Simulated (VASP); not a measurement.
# Li2TlB (P4/mmm) in VASP: notebook

The runs below take Li2TlB through single point, relaxation of cell and atoms, with PBE.

All numbers are computed with VASP 6.6.1; they aren't measurements. Logs are shortened: lines on timing, memory, paths and dates and some standing lists are left out, and cuts for length are marked.

## (1) The cell of the first run

Symmetry: P4/mmm, No. 123, tetragonal system. Conventional cell: a = 3.720 Å, b = 3.720 Å, c = 5.160 Å, α = 90.00°, β = 90.00°, γ = 90.00°. Li (site symmetry 4/mmm) has 2 B at 2.58 Å and 4 Tl at 2.63 Å within 3.4 Å. Within 3.4 Å of Li (site symmetry 4/mmm) lie 2 Tl at 2.58 Å and 4 B at 2.63 Å. Within 3.4 Å of Tl (site symmetry 4/mmm) lie 6 Li at 2.58 to 2.63 Å. B (site symmetry 4/mmm) has 6 Li at 2.58 to 2.63 Å within 3.4 Å.

## (2) Single point, PBE

INCAR

```
SYSTEM = Li2TlB
PREC = Accurate
ENCUT = 520
EDIFF = 1E-6
ISMEAR = 0
SIGMA = 0.2
LREAL = .FALSE.
LASPH = .TRUE.
NELM = 60
ALGO = Fast
ISIF = 2
LWAVE = .FALSE.
LCHARG = .FALSE.
GGA = PE
NBANDS = 32
```

KPOINTS

```
Automatic mesh
0
G
  6 4 4
  0 0 0
```

POSCAR

```
Li2TlB
1.0
    0.0000000000      3.7198983179      0.0000000000
    0.0000000000      0.0000000000      5.1603954481
    7.4397966359      0.0000000000      0.0000000000
Li Tl B
4 2 2
Direct
    1.0000000000      0.0000000000      0.5000000000
    0.0000000000      0.0000000000      0.0000000000
    0.5000000000      0.5000000000      0.2500000000
    0.5000000000      0.5000000000      0.7500000000
    0.5000000000      0.0000000000      0.2500000000
    0.5000000000      0.0000000000      0.7500000000
    0.0000000000      0.5000000000      0.0000000000
    0.0000000000      0.5000000000      0.5000000000
```

Potentials or basis: VASP PAW PBE potentials, release 64 (Li_sv, Tl_d, B).

On the command line:

```
$ cat potpaw_PBE.64/Li_sv/POTCAR potpaw_PBE.64/Tl_d/POTCAR potpaw_PBE.64/B/POTCAR > POTCAR
$ mpirun -np 1 vasp_std > vasp.out
```

OUTCAR:

```text
SYSTEM = Li2TlB
   PREC = Accurate
   ENCUT = 520
   EDIFF = 1E-6
   ISMEAR = 0
   LREAL = .FALSE.
   LASPH = .TRUE.
   NELM = 60
   ISIF = 2
   GGA = PE

 ion  position               nearest neighbor table
   1  0.000  0.000  0.500-   5 2.63   6 2.63   5 2.63   6 2.63
   2  0.000  0.000  0.000-   5 2.63   6 2.63   5 2.63   6 2.63
   3  0.500  0.500  0.250-   5 2.58   5 2.58
   4  0.500  0.500  0.750-   6 2.58   6 2.58
   5  0.500  0.000  0.250-   3 2.58   3 2.58   1 2.63   2 2.63   1 2.63   2 2.63   6 3.72   6 3.72

   6  0.500  0.000  0.750-   4 2.58   4 2.58   1 2.63   2 2.63   1 2.63   2 2.63   5 3.72   5 3.72

   7  0.000  0.500  0.000-
   8  0.000  0.500  0.500-

  LATTYP: Found a simple orthorhombic cell.
 ALAT       =     3.7198983179
 B/A-ratio  =     1.3872409961
 C/A-ratio  =     2.0000000000

  Lattice vectors:

 A1 = (   0.0000000000,   3.7198983179,   0.0000000000)
 A2 = (   0.0000000000,   0.0000000000,   5.1603954481)
 A3 = (   7.4397966359,   0.0000000000,   0.0000000000)

Analysis of symmetry for initial positions (statically):
=====================================================================
 Subroutine PRICEL returns following result:

  LATTYP: Found a simple tetragonal cell.
 ALAT       =     3.7198983179
 C/A-ratio  =     1.3872409961

  Lattice vectors:

 A1 = (   0.0000000000,  -3.7198983179,   0.0000000000)
 A2 = (   3.7198983179,   0.0000000000,   0.0000000000)
 A3 = (   0.0000000000,   0.0000000000,   5.1603954481)

   2 primitive cells build up your supercell.

 Routine SETGRP: Setting up the symmetry group for a
 simple orthorhombic supercell.

 Subroutine GETGRP returns: Found  8 space group operations
 (whereof  8 operations were pure point group operations)
 out of a pool of  8 trial point group operations.

The static configuration has the point symmetry D_2h.

Analysis of symmetry for dynamics (positions and initial velocities):
=====================================================================
 Subroutine PRICEL returns following result:

  LATTYP: Found a simple tetragonal cell.
 ALAT       =     3.7198983179
 C/A-ratio  =     1.3872409961

  Lattice vectors:

 A1 = (   0.0000000000,  -3.7198983179,   0.0000000000)
 A2 = (   3.7198983179,   0.0000000000,   0.0000000000)
 A3 = (   0.0000000000,   0.0000000000,   5.1603954481)

[... 115 lines left out ...]
   EDIFFG = 0.1E-04   stopping-criterion for IOM
   NSW    =      0    number of steps for IOM
   IBRION =     -1    ionic relax: 0-MD 1-quasi-New 2-CG
   NFREE  =      0    steps in history (QN), initial steepest desc. (CG)
   ISIF   =      2    stress and relaxation
   ISYM   =      2    0-nonsym 1-usesym 2-fastsym
   POTIM  = 0.5000    time-step for ionic-motion
   TEBEG  =    0.0;   TEEND  =   0.0 temperature during run
   PSTRESS=    0.0 pullay stress
   NELECT =      44.0000    total number of electrons
   NUPDOWN=      -1.0000    fix difference up-down
   EMIN   =  10.00;   EMAX   =-10.00  energy-range for DOS
   EFERMI =   0.00;   METHOD = LEGACY
   ISMEAR =     0;   SIGMA  =   0.20  broadening in eV -4-tet -1-fermi 0-gaus
   EFERMI_NEDOS =   21; number of points for ismear=-14 and -15
   IALGO  =     68    algorithm
   IMIX   =      4    mixing-type and parameters
     AMIX     =   0.40;   BMIX     =  1.00
     AMIX_MAG =   1.60;   BMIX_MAG =  1.00
  volume/ion in A,a.u.               =      17.85       120.47
  Fermi-wavevector in a.u.,A,eV,Ry     =   1.105692  2.089454 16.633856  1.222554
  Thomas-Fermi vector in A             =   2.242182
   LORBIT       =      0    0 simple, 1 ext, 2 COOP (PROOUT), +10 PAW based schemes
   GGA     = PE    functional components
   LHFCALC =     F    Hartree Fock is set to
   AEXX    =    0.0000 exact exchange contribution
   IVDW    =     0    specifies the selected vdW correction
   LEPSILON=     F    determine dielectric tensor
   LRPA    =     F    only Hartree local field effects (RPA)
 non-spin polarized calculation
 RMM-DIIS sequential band-by-band and
 Gauss-broadening in eV      SIGMA  =   0.20
  energy-cutoff  :      520.00
  volume of cell :      142.82
 maximum number of plane-waves:      3884
 NGX is ok and might be reduce to    28

 number of electron      43.9999980 magnetization

 Free energy of the ion-electron system (eV)
  ---------------------------------------------------
  ext. energy  EPLUGINS =         0.00000000
  ---------------------------------------------------
  free energy    TOTEN  =       -19.02063921 eV

  energy without entropy =      -18.96097990  energy(sigma->0) =      -18.99080955

 E-fermi :   3.4955     XC(G=0):  -9.1090

 val. band max:        3.4738368568   @ k =   0.3333   0.2500   0.0000
 cond. band min:       3.5445032264   @ k =   0.3333   0.5000   0.5000
 fundamental gap:      0.0706663696
 Fermi energy:         3.4955022166

 k-point     1 :       0.0000    0.0000    0.0000
  band No.  band energies     occupation
      1     -42.7954      2.00000
      2     -42.7943      2.00000
      3     -42.6403      2.00000
      4     -42.6398      2.00000
      5      -8.4836      2.00000
      6      -8.4779      2.00000
[... 829 lines left out ...]
     31      10.6037      0.00000
     32      11.4224      0.00000

 [... further k-points ...]

------------------------ aborting loop because EDIFF is reached ----------------------------------------

  FORCE on cell =-STRESS in cart. coord.  units (eV):
  Direction    XX          YY          ZZ          XY          YZ          ZX
  --------------------------------------------------------------------------------------
  -------------------------------------------------------------------------------------
  Total       -0.1865721      0.1964170      0.0394515      0.0000000     -0.0000000      0.0000000
  in kB       -2.0930627      2.2035076      0.4425872      0.0000000     -0.0000000      0.0000000
  external PRESSURE =       0.1843440 kB  Pullay stress =       0.0000000 kB

 VOLUME and BASIS-vectors are now :
 -----------------------------------------------------------------------------
  energy-cutoff  :      520.00
  volume of cell :      142.82
      direct lattice vectors                 reciprocal lattice vectors
     0.000000000  3.719898318  0.000000000     0.000000000  0.268824552  0.000000000
     0.000000000  0.000000000  5.160395448     0.000000000  0.000000000  0.193783599
     7.439796636  0.000000000  0.000000000     0.134412276  0.000000000  0.000000000

 POSITION                                       TOTAL-FORCE (eV/Angst)
 -----------------------------------------------------------------------------------
      3.71990      0.00000      0.00000        -0.000000      0.000000     -0.000000
      0.00000      0.00000      0.00000        -0.000000      0.000000     -0.000000
      1.85995      1.85995      2.58020        -0.000000     -0.000000     -0.000000
      5.57985      1.85995      2.58020        -0.000000     -0.000000      0.000000
      1.85995      1.85995      0.00000         0.000000     -0.000000     -0.000000
      5.57985      1.85995      0.00000        -0.000000     -0.000000     -0.000000
      0.00000      0.00000      2.58020        -0.000000     -0.000000     -0.000000
      3.71990      0.00000      2.58020        -0.000000     -0.000000     -0.000000
 -----------------------------------------------------------------------------------
    total drift:                                0.000000      0.000000     -0.000000

  FREE ENERGIE OF THE ION-ELECTRON SYSTEM (eV)
  ---------------------------------------------------
  free  energy   TOTEN  =       -19.0206392061 eV

  energy  without entropy=      -18.9609799008  energy(sigma->0) =      -18.99080955
```

OSZICAR:

```text
N       E                     dE             d eps       ncg     rms          rms(c)
DAV:   1     0.241887044844E+03    0.24189E+03   -0.19806E+04  2304   0.135E+03
DAV:   2     0.286512190070E+01   -0.23902E+03   -0.23013E+03  2488   0.311E+02
DAV:   3    -0.169268642445E+02   -0.19792E+02   -0.19426E+02  3488   0.596E+01
[... 18 lines left out ...]
RMM:  22    -0.190206360854E+02   -0.32496E-05   -0.47457E-05  2376   0.240E-02    0.291E-03
RMM:  23    -0.190206379331E+02   -0.18478E-05   -0.33114E-05  2299   0.231E-02    0.315E-03
RMM:  24    -0.190206393491E+02   -0.14160E-05   -0.29703E-05  2306   0.223E-02    0.313E-03
RMM:  25    -0.190206397849E+02   -0.43579E-06   -0.19046E-05  2313   0.217E-02    0.331E-03
RMM:  26    -0.190206400088E+02   -0.22392E-06   -0.17968E-05  2248   0.211E-02    0.327E-03
RMM:  27    -0.190206392061E+02    0.80274E-06   -0.81245E-06  2296   0.208E-02
   1 F= -.19020639E+02 E0= -.18990810E+02  d E =-.596593E-01
```

stdout:

```text
POSCAR found type information on POSCAR LiTlB
 POSCAR found :  3 types and       8 ions
 scaLAPACK will be used
 LDA part: xc-table for (Slater+PW92), standard interpolation
 POSCAR, INCAR and KPOINTS ok, starting setup
 FFT: planning ... GRIDC
 FFT: planning ... GRID_SOFT
 FFT: planning ... GRID
 WAVECAR not read
 entering main loop
WARNING in EDDRMM: call to ZHEGV failed, returncode =   6  3     11
WARNING in EDDRMM: call to ZHEGV failed, returncode =   8  4     28
```

It took 2.9 min on 1 thread of Intel Xeon 6975P-C (Granite Rapids), shared host; peak memory 0.33 GiB.

What came out:

* Free energy: -19.0206 eV
* Band gap on the k mesh: zero (bands 22 and 23 overlap by 2.52 eV)

Caveat: the cutoff is under 1.25 times the usual one of these potentials, so pressure, stress and relaxed cells hold a basis-set (Pulay) error; spin-orbit coupling is left out, which moves the levels of the heavy elements.

## (3) Relaxation of cell and atoms, PBE

This run uses another cell than the first one: it holds 4 atoms, not 8.

INCAR

```
SYSTEM = Li2TlB
ALGO = Fast ; EDIFF = 1E-7
EDIFFG = -0.01 ; ENCUT = 600
GGA = PE ; IBRION = 2
ISIF = 3 ; ISMEAR = 0
LASPH = .TRUE. ; LCHARG = .FALSE.
LREAL = .FALSE. ; LWAVE = .FALSE.
NELM = 100 ; NSW = 100
PREC = Accurate ; SIGMA = 0.1
```

KPOINTS

```
k-points
0
G
  12 12 10
  0 0 0
```

POSCAR

```
Li2TlB
1.0
    3.7256357456      0.0000000000      0.0000000000
    0.0000000000      3.7256357456      0.0000000000
    0.0000000000      0.0000000000      5.1574034534
Li Tl B
2 1 1
Direct
    0.0000000000      0.0000000000      0.0000000000
    0.5000000000      0.5000000000      0.5000000000
    0.5000000000      0.5000000000      0.0000000000
    0.0000000000      0.0000000000      0.5000000000
```

Potentials or basis: VASP PAW PBE potentials, release 64 (Li_sv, Tl_d, B).

On the command line:

```
$ cat potpaw_PBE.64/Li_sv/POTCAR potpaw_PBE.64/Tl_d/POTCAR potpaw_PBE.64/B/POTCAR > POTCAR
$ mpirun -np 1 vasp_std > vasp.out
```

It took 12 min on 1 thread of Intel Xeon 6975P-C (Granite Rapids), shared host; peak memory 0.4 GiB.

It converged, with:

| Quantity | Value |
| --- | --- |
| Free energy | -9.4824 eV |
| Relaxed volume | 17.80 Å³/atom |
| Relaxed cell | a = 3.716 Å, b = 3.716 Å, c = 5.155 Å, α = 90.00°, β = 90.00°, γ = 90.00° |
| Space group after relaxing (to 0.1 Å) | P4/mmm (No. 123) |
| Energy gained by relaxing | 1.0 meV/atom |
| Ionic steps | 4 |
| Pressure after relaxing | 0.0 GPa |
| Band gap on the k mesh | zero (bands 11 and 12 overlap by 2.53 eV) |

Step by step:
| step | energy change (eV) | largest force (eV/Å) | pressure (GPa) | volume (Å³) |
| --- | --- | --- | --- | --- |
| 1 | 0.0000 | 0.0000 | -0.14 | 71.59 |
| 2 | -0.0038 | 0.0000 | -0.10 | 71.43 |
| 3 | -0.0038 | 0.0000 | 0.10 | 70.96 |
| 4 | -0.0039 | 0.0000 | 0.00 | 71.18 |

Final structure:
```yaml
crystal:
  lattice:
    - [3.71594, 0.00000, 0.00000]
    - [0.00000, 3.71594, 0.00000]
    - [0.00000, 0.00000, 5.15491]
  atoms:
    - { symbol: Li, position: [0.00000, 0.00000, 0.00000] }
    - { symbol: Li, position: [0.50000, 0.50000, 0.50000] }
    - { symbol: Tl, position: [0.50000, 0.50000, 0.00000] }
    - { symbol: B, position: [0.00000, 0.00000, 0.50000] }
```

Levels at points of the mesh, in eV from the Fermi level:
```csv
k point,band 9,band 10,band 11,band 12,band 13,band 14
"(0.00, 0.00, 0.00)",-4.47,-2.49,0.80,0.80,3.90,4.33
"(0.50, 0.00, 0.00)",-5.79,-0.30,-0.16,-0.10,0.44,2.13
"(0.50, 0.50, 0.00)",-4.42,-2.59,-2.59,0.37,1.13,1.13
"(0.00, 0.00, 0.50)",-6.51,1.29,1.49,1.49,1.96,3.01
"(0.50, 0.00, 0.50)",-5.40,-2.53,-2.21,2.20,3.00,4.35
"(0.50, 0.50, 0.50)",-4.50,-1.35,-1.35,-1.04,-1.04,0.52
```

Caveat: the cutoff is under 1.25 times the usual one of these potentials, so pressure, stress and relaxed cells hold a basis-set (Pulay) error; spin-orbit coupling is left out, which moves the levels of the heavy elements.
